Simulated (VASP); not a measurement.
Here is a VASP 6.6.1 calculation.

The input INCAR:

```
ALGO     = Normal         # electronic algorithm
EDIFF    = 1E-8           # SCF threshold, eV
ENCUT    = 520            # plane-wave cutoff, eV
ISIF     = 2              # what is computed and relaxed
ISMEAR   = 0              # smearing method
LASPH    = T              # aspherical terms in the spheres
LCALCEPS = T            
LCHARG   = F              # write CHGCAR
LMIXTAU  = T            
LREAL    = F              # projectors in reciprocal space
LWAVE    = F              # write WAVECAR
METAGGA  = R2SCAN         # meta-GGA
NELM     = 100            # most SCF steps
PREC     = Accurate       # precision mode
SIGMA    = 0.01           # smearing width, eV
```

KPOINTS

```
k-points
0
Gamma
  4 4 6
```

POSCAR

```
SnO2
1.0
    4.7605737245      0.0000000000      0.0000000000
    0.0000000000      4.7605737245      0.0000000000
    0.0000000000      0.0000000000      3.2320810738
Sn O
2 4
Direct
    0.0000000000      0.0000000000      0.0000000000
    0.5000000000      0.5000000000      0.5000000000
    0.3063022198      0.3063022198      0.0000000000
    0.1936977802      0.8063022198      0.5000000000
    0.8063022198      0.1936977802      0.5000000000
    0.6936977802      0.6936977802      0.0000000000
```

Potentials or basis: VASP PAW PBE potentials, release 64 (Sn_d, O).

Command:

```sh
$ cat potpaw_PBE.64/Sn_d/POTCAR potpaw_PBE.64/O/POTCAR > POTCAR
$ mpirun -np 1 vasp_std > vasp.out
```

Task: Estimate the electronic dielectric tensor (diagonal).

Result: 3.92, 3.92, 4.27.

Task: What does it give for the Born charges (mean of the diagonal)?

Result: Sn +4.21; O -2.11 e.

Task: What does it give for the band gap on the k mesh?

Result: 1.65 eV.

Born effective charge tensors (e):
atom 1, Sn
```
4.08 0.40 0.00
0.40 4.08 0.00
0.00 0.00 4.48
```
atom 2, Sn
```
 4.08 -0.40  0.00
-0.40  4.08  0.00
 0.00  0.00  4.48
```
atom 3, O
```
-2.04 -0.66  0.00
-0.66 -2.04  0.00
 0.00  0.00 -2.24
```
atom 4, O
```
-2.04  0.66  0.00
 0.66 -2.04  0.00
 0.00  0.00 -2.24
```
atom 5, O
```
-2.04  0.66  0.00
 0.66 -2.04  0.00
 0.00  0.00 -2.24
```
atom 6, O
```
-2.04 -0.66  0.00
-0.66 -2.04  0.00
 0.00  0.00 -2.24
```

Caveat: the cell differs from its parent crystal (uniaxial z strain +1.0%); the structure was generated, so it needn't be the stable form of SnO2; spin-orbit coupling is left out, which moves the levels of the heavy elements.
